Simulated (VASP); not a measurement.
# AlN (I4/mmm) in VASP: a series of runs

AlN is run at these levels: LDA; tasks: single point.

All numbers are computed with VASP 6.6.1; they aren't measurements. Logs are shortened: lines on timing, memory, paths and dates and some standing lists are left out, and cuts for length are marked.

## 1. The cell of the first run

The structure is tetragonal, space group I4/mmm (No. 139). Conventional cell: a = 2.797 Å, b = 2.797 Å, c = 3.996 Å, α = 90.00°, β = 90.00°, γ = 90.00°. Within 2.6 Å of Al (site symmetry 4/mmm) lie 6 N at 1.98 to 2.00 Å. Within 2.6 Å of N (site symmetry 4/mmm) lie 6 Al at 1.98 to 2.00 Å.

## 2. Single point, LDA (zz strain of +1 %)

INCAR reads:

```
PREC = Accurate ; ENCUT = 520
EDIFF = 1E-7 ; ISMEAR = -1
SIGMA = 0.02 ; LREAL = False
LASPH = True ; NELM = 80
ALGO = Normal ; ISIF = 2
LWAVE = False ; LCHARG = False
GGA = CA ; NBANDS = 11
```

KPOINTS reads:

```
regular mesh
0
Gamma
  10 10 10
```

POSCAR reads:

```
AlN
1.0
    0.0000000000      1.9780000000      1.9977800000
    1.9780000000      0.0000000000      1.9977800000
    1.9780000000      1.9780000000      0.0000000000
Al N
1 1
Direct
    0.0000000000      0.0000000000      0.0000000000
    0.5000000000      0.5000000000      0.5000000000
```

Potentials or basis: VASP PAW LDA potentials, release 64 (Al, N).

Command:

```
$ cat potpaw_LDA.64/Al/POTCAR potpaw_LDA.64/N/POTCAR > POTCAR
$ mpirun -np 1 vasp_std > vasp.out
```

OUTCAR:

```text
PREC = Accurate
   ENCUT = 520
   EDIFF = 1E-7
   ISMEAR = -1
   LREAL = False
   LASPH = True
   NELM = 80
   ISIF = 2
   GGA = CA

 ion  position               nearest neighbor table
   1  0.000  0.000  0.000-   2 1.98   2 1.98   2 1.98   2 1.98   2 2.00   2 2.00
   2  0.500  0.500  0.500-   1 1.98   1 1.98   1 1.98   1 1.98   1 2.00   1 2.00

  LATTYP: Found a body centered tetragonal cell.
 ALAT       =     2.7973144264
 C/A-ratio  =     1.4283556980

  Lattice vectors:

 A1 = (  -1.9780000000,   0.0000000000,   1.9977800000)
 A2 = (   1.9780000000,   0.0000000000,   1.9977800000)
 A3 = (   0.0000000000,   1.9780000000,  -1.9977800000)

Analysis of symmetry for initial positions (statically):
=====================================================================
 Subroutine PRICEL returns:
 Original cell was already a primitive cell.

 Routine SETGRP: Setting up the symmetry group for a
 body centered tetragonal supercell.

 Subroutine GETGRP returns: Found 16 space group operations
 (whereof 16 operations were pure point group operations)
 out of a pool of 16 trial point group operations.

The static configuration has the point symmetry D_4h.

Analysis of symmetry for dynamics (positions and initial velocities):
=====================================================================
 Subroutine PRICEL returns:
 Original cell was already a primitive cell.

 Routine SETGRP: Setting up the symmetry group for a
 body centered tetragonal supercell.

 Subroutine GETGRP returns: Found 16 space group operations
 (whereof 16 operations were pure point group operations)
 out of a pool of 16 trial point group operations.

The dynamic configuration has the point symmetry D_4h.

 Subroutine INISYM returns: Found 16 space group operations
 (whereof 16 operations are pure point group operations),
 and found     1 'primitive' translations

----------------------------------------------------------------------------------------

                                     Primitive cell

  volume of cell :      15.6326

  direct lattice vectors                    reciprocal lattice vectors
     0.000000000  1.978000000  1.997780000    -0.252780586  0.252780586  0.250277808
     1.978000000  0.000000000  1.997780000     0.252780586 -0.252780586  0.250277808
     1.978000000  1.978000000  0.000000000     0.252780586  0.252780586 -0.250277808

  length of vectors
     2.811335791  2.811335791  2.797314426     0.436388624  0.436388624  0.436388624

  position of ions in fractional coordinates (direct lattice)
[... 82 lines left out ...]
   NSW    =      0    number of steps for IOM
   IBRION =     -1    ionic relax: 0-MD 1-quasi-New 2-CG
   NFREE  =      0    steps in history (QN), initial steepest desc. (CG)
   ISIF   =      2    stress and relaxation
   ISYM   =      2    0-nonsym 1-usesym 2-fastsym
   POTIM  = 0.5000    time-step for ionic-motion
   TEBEG  =    0.0;   TEEND  =   0.0 temperature during run
   PSTRESS=    0.0 pullay stress
   NELECT =       8.0000    total number of electrons
   NUPDOWN=      -1.0000    fix difference up-down
   EMIN   =  10.00;   EMAX   =-10.00  energy-range for DOS
   EFERMI =   0.00;   METHOD = LEGACY
   ISMEAR =    -1;   SIGMA  =   0.02  broadening in eV -4-tet -1-fermi 0-gaus
   EFERMI_NEDOS =   21; number of points for ismear=-14 and -15
   IALGO  =     38    algorithm
   IMIX   =      4    mixing-type and parameters
     AMIX     =   0.40;   BMIX     =  1.00
     AMIX_MAG =   1.60;   BMIX_MAG =  1.00
  volume/ion in A,a.u.               =       7.82        52.75
  Fermi-wavevector in a.u.,A,eV,Ry     =   1.309468  2.474535 23.329982  1.714705
  Thomas-Fermi vector in A             =   2.440064
   LORBIT       =      0    0 simple, 1 ext, 2 COOP (PROOUT), +10 PAW based schemes
   GGA     = CA    functional components
   LHFCALC =     F    Hartree Fock is set to
   AEXX    =    0.0000 exact exchange contribution
   IVDW    =     0    specifies the selected vdW correction
   LEPSILON=     F    determine dielectric tensor
   LRPA    =     F    only Hartree local field effects (RPA)
 non-spin polarized calculation
  energy-cutoff  :      520.00
  volume of cell :       15.63
 maximum number of plane-waves:       444
 NGX is ok and might be reduce to    24
   NGX = 11   NGY = 11   NGZ = 11

 number of electron       7.9999999 magnetization

 Free energy of the ion-electron system (eV)
  ---------------------------------------------------
  ext. energy  EPLUGINS =         0.00000000
  ---------------------------------------------------
  free energy    TOTEN  =       -16.21276520 eV

  energy without entropy =      -16.21276520  energy(sigma->0) =      -16.21276520

 E-fermi :  10.9706     XC(G=0): -12.8359

 val. band max:       10.4962252430   @ k =   0.0000   0.0000   0.0000
 cond. band min:      15.4229873709   @ k =   0.5000   0.0000   0.5000
 fundamental gap:      4.9267621279
 Fermi energy:        10.9705670667

 k-point     1 :       0.0000    0.0000    0.0000
  band No.  band energies     occupation
      1      -7.4752      2.00000
      2      10.4266      2.00000
      3      10.4266      2.00000
      4      10.4962      2.00000
      5      17.0457      0.00000
      6      22.5519      0.00000
      7      22.6902      0.00000
      8      22.6902      0.00000
      9      28.0226      0.00000
     10      28.3219      0.00000
     11      28.6596      0.00000
[... 309 lines left out ...]
 k-point    24 :       0.4000    0.3000    0.0000
  band No.  band energies     occupation
      1      -4.2620      2.00000
      2       4.3862      2.00000
      3       7.4964      2.00000
      4       8.0699      2.00000
      5      16.7883      0.00000
      6      17.5761      0.00000
      7      23.1292      0.00000
      8      26.6176      0.00000
      9      27.4196      0.00000
     10      32.7619      0.00000
     11      35.7086      0.00000

 [... further k-points ...]
[... 5 lines left out ...]
  --------------------------------------------------------------------------------------
  -------------------------------------------------------------------------------------
  Total        1.1043415      1.1043415      0.7415121      0.0000000     -0.0000000      0.0000000
  in kB      113.1836663    113.1836663     75.9973719      0.0000000     -0.0000000      0.0000000
  external PRESSURE =     100.7882348 kB  Pullay stress =       0.0000000 kB

 VOLUME and BASIS-vectors are now :
 -----------------------------------------------------------------------------
  energy-cutoff  :      520.00
  volume of cell :       15.63
      direct lattice vectors                 reciprocal lattice vectors
     0.000000000  1.978000000  1.997780000    -0.252780586  0.252780586  0.250277808
     1.978000000  0.000000000  1.997780000     0.252780586 -0.252780586  0.250277808
     1.978000000  1.978000000  0.000000000     0.252780586  0.252780586 -0.250277808

 POSITION                                       TOTAL-FORCE (eV/Angst)
 -----------------------------------------------------------------------------------
      0.00000      0.00000      0.00000        -0.000000     -0.000000     -0.000000
      1.97800      1.97800      1.99778         0.000000      0.000000      0.000000
 -----------------------------------------------------------------------------------
    total drift:                               -0.000000     -0.000000      0.000000

  FREE ENERGIE OF THE ION-ELECTRON SYSTEM (eV)
  ---------------------------------------------------
  free  energy   TOTEN  =       -16.2127652034 eV

  energy  without entropy=      -16.2127652034  energy(sigma->0) =      -16.21276520
```

OSZICAR:

```text
N       E                     dE             d eps       ncg     rms          rms(c)
DAV:   1     0.703462359996E+01    0.70346E+01   -0.41364E+03  2348   0.626E+02
DAV:   2    -0.175571828592E+02   -0.24592E+02   -0.23740E+02  2667   0.129E+02
DAV:   3    -0.181527596593E+02   -0.59558E+00   -0.59442E+00  2716   0.170E+01
DAV:   4    -0.181545981780E+02   -0.18385E-02   -0.18384E-02  2496   0.115E+00
DAV:   5    -0.181546081781E+02   -0.10000E-04   -0.10000E-04  2637   0.786E-02    0.793E+00
DAV:   6    -0.162745010151E+02    0.18801E+01   -0.80283E+00  2379   0.150E+01    0.287E+00
DAV:   7    -0.162318678646E+02    0.42633E-01   -0.14458E-01  2589   0.261E+00    0.178E+00
DAV:   8    -0.162128670977E+02    0.19001E-01   -0.12801E-02  2346   0.105E+00    0.259E-01
DAV:   9    -0.162127644233E+02    0.10267E-03   -0.53635E-04  2586   0.133E-01    0.152E-01
DAV:  10    -0.162127655580E+02   -0.11347E-05   -0.18816E-05  2451   0.317E-02    0.239E-02
DAV:  11    -0.162127652119E+02    0.34601E-06   -0.56335E-07  2585   0.547E-03    0.473E-03
DAV:  12    -0.162127652034E+02    0.85102E-08   -0.34049E-08  1377   0.134E-03
   1 F= -.16212765E+02 E0= -.16212765E+02  d E =-.532129E-13
```

It took 16 s on 1 thread of Intel Xeon 8259CL, shared host; peak memory 0.13 GiB.

Results:

* Free energy: -16.2128 eV
* Pressure: 10.1 GPa
* Band gap on the k mesh: 4.93 eV, indirect (least direct gap 6.55 eV)

Stress tensor (GPa, compression positive):
```
11.32  0.00  0.00
 0.00 11.32  0.00
 0.00  0.00  7.60
```

Levels at points of the mesh, in eV from the valence-band top:
```tsv
k point	band 1	band 2	band 3	band 4	band 5	band 6	band 7	band 8	band 9
(0.00, 0.00, 0.00)	-17.97	-0.07	-0.07	0.00	6.55	12.06	12.19	12.19	17.53
(0.50, 0.00, 0.00)	-14.40	-8.76	-1.26	-1.21	6.43	11.10	11.33	13.91	16.45
(0.50, 0.50, 0.00)	-13.37	-7.88	-2.95	-2.95	5.03	5.11	14.44	17.90	17.90
(0.50, 0.00, 0.50)	-13.28	-7.82	-3.10	-2.97	4.93	5.01	14.57	17.62	17.96
```

Caveat: the cell differs from its parent crystal (zz strain of +1 %).

## 3. Single point, LDA (zz strain of +3 %)

INCAR reads:

```
SYSTEM = AlN
ALGO     = Normal         ! electronic algorithm
EDIFF    = 1E-6           ! SCF threshold, eV
ENCUT    = 520            ! plane-wave cutoff, eV
ISIF     = 2              ! what is computed and relaxed
ISMEAR   = -1             ! smearing method
LASPH    = .TRUE.         ! aspherical terms in the spheres
LCHARG   = .FALSE.        ! write CHGCAR
LREAL    = .FALSE.        ! projectors in reciprocal space
LWAVE    = .FALSE.        ! write WAVECAR
NBANDS   = 11             ! bands
NELM     = 60             ! most SCF steps
PREC     = Accurate       ! precision mode
SIGMA    = 0.02           ! smearing width, eV
```

KPOINTS reads:

```
k-points
0
G
  10 10 10
  0 0 0
```

POSCAR reads:

```
AlN
1.0
    0.0000000000      1.9780000000      2.0373400000
    1.9780000000      0.0000000000      2.0373400000
    1.9780000000      1.9780000000      0.0000000000
Al N
1 1
Direct
    0.0000000000      0.0000000000      0.0000000000
    0.5000000000      0.5000000000      0.5000000000
```

Potentials or basis: VASP PAW LDA potentials, release 64 (Al, N).

Command:

```
$ cat potpaw_LDA.64/Al/POTCAR potpaw_LDA.64/N/POTCAR > POTCAR
$ mpirun -np 1 vasp_std > vasp.out
```

OUTCAR:

```text
SYSTEM = AlN
   EDIFF = 1E-6
   ENCUT = 520
   ISIF = 2
   ISMEAR = -1
   LASPH = .TRUE.
   LREAL = .FALSE.
   NELM = 60
   PREC = Accurate

 ion  position               nearest neighbor table
   1  0.000  0.000  0.000-   2 1.98   2 1.98   2 1.98   2 1.98   2 2.04   2 2.04
   2  0.500  0.500  0.500-   1 1.98   1 1.98   1 1.98   1 1.98   1 2.04   1 2.04

  LATTYP: Found a body centered tetragonal cell.
 ALAT       =     2.7973144264
 C/A-ratio  =     1.4566399692

  Lattice vectors:

 A1 = (  -1.9780000000,   0.0000000000,   2.0373400000)
 A2 = (   1.9780000000,   0.0000000000,   2.0373400000)
 A3 = (   0.0000000000,   1.9780000000,  -2.0373400000)

[... 513 lines left out ...]
      9      27.0007      0.00000
     10      32.3891      0.00000
     11      35.0534      0.00000

 [... further k-points ...]
[... 5 lines left out ...]
  --------------------------------------------------------------------------------------
  -------------------------------------------------------------------------------------
  Total        0.7667123      0.7667123     -0.1899077      0.0000000      0.0000000      0.0000000
  in kB       77.0543092     77.0543092    -19.0856533      0.0000000      0.0000000      0.0000000
  external PRESSURE =      45.0076550 kB  Pullay stress =       0.0000000 kB

 VOLUME and BASIS-vectors are now :
 -----------------------------------------------------------------------------
  energy-cutoff  :      520.00
  volume of cell :       15.94
      direct lattice vectors                 reciprocal lattice vectors
     0.000000000  1.978000000  2.037340000    -0.252780586  0.252780586  0.245418045
     1.978000000  0.000000000  2.037340000     0.252780586 -0.252780586  0.245418045
     1.978000000  1.978000000  0.000000000     0.252780586  0.252780586 -0.245418045

 POSITION                                       TOTAL-FORCE (eV/Angst)
 -----------------------------------------------------------------------------------
      0.00000      0.00000      0.00000         0.000000      0.000000     -0.000000
      1.97800      1.97800      2.03734        -0.000000     -0.000000      0.000000
 -----------------------------------------------------------------------------------
    total drift:                               -0.000000     -0.000000      0.000000

  FREE ENERGIE OF THE ION-ELECTRON SYSTEM (eV)
  ---------------------------------------------------
  free  energy   TOTEN  =       -16.2181533316 eV

  energy  without entropy=      -16.2181533316  energy(sigma->0) =      -16.21815333
```

OSZICAR:

```text
N       E                     dE             d eps       ncg     rms          rms(c)
DAV:   1     0.684401399096E+01    0.68440E+01   -0.41726E+03  2356   0.631E+02
DAV:   2    -0.175853834213E+02   -0.24429E+02   -0.23583E+02  2699   0.129E+02
DAV:   3    -0.181405662506E+02   -0.55518E+00   -0.55428E+00  2724   0.166E+01
DAV:   4    -0.181422247723E+02   -0.16585E-02   -0.16584E-02  2526   0.111E+00
DAV:   5    -0.181422337786E+02   -0.90063E-05   -0.90063E-05  2616   0.765E-02    0.785E+00
DAV:   6    -0.162780371855E+02    0.18642E+01   -0.81251E+00  2385   0.149E+01    0.283E+00
DAV:   7    -0.162375591784E+02    0.40478E-01   -0.13545E-01  2592   0.255E+00    0.176E+00
DAV:   8    -0.162182627471E+02    0.19296E-01   -0.13484E-02  2334   0.107E+00    0.256E-01
DAV:   9    -0.162181523477E+02    0.11040E-03   -0.58276E-04  2625   0.139E-01    0.151E-01
DAV:  10    -0.162181537957E+02   -0.14480E-05   -0.20945E-05  2457   0.335E-02    0.265E-02
DAV:  11    -0.162181533316E+02    0.46415E-06   -0.76516E-07  1467   0.650E-03
   1 F= -.16218153E+02 E0= -.16218153E+02  d E =-.284339E-11
```

stdout:

```text
POSCAR found type information on POSCAR AlN
 POSCAR found :  2 types and       2 ions
 scaLAPACK will be used
 LDA part: xc-table for (Slater(with rela. corr.)+CA(PZ))
 , standard interpolation
 POSCAR, INCAR and KPOINTS ok, starting setup
 FFT: planning ... GRIDC
 FFT: planning ... GRID_SOFT
 FFT: planning ... GRID
 WAVECAR not read
 entering main loop
```

Run time: 14 s. Hardware: 1 thread of Intel Xeon 8259CL, shared host; peak memory 0.13 GiB.

What came out:

```
Free energy            : -16.2182 eV
Pressure               : 4.5 GPa
Band gap on the k mesh : 4.59 eV, indirect (least direct gap 6.15 eV)
```

Caveat: the cell differs from its parent crystal (zz strain of +3 %).
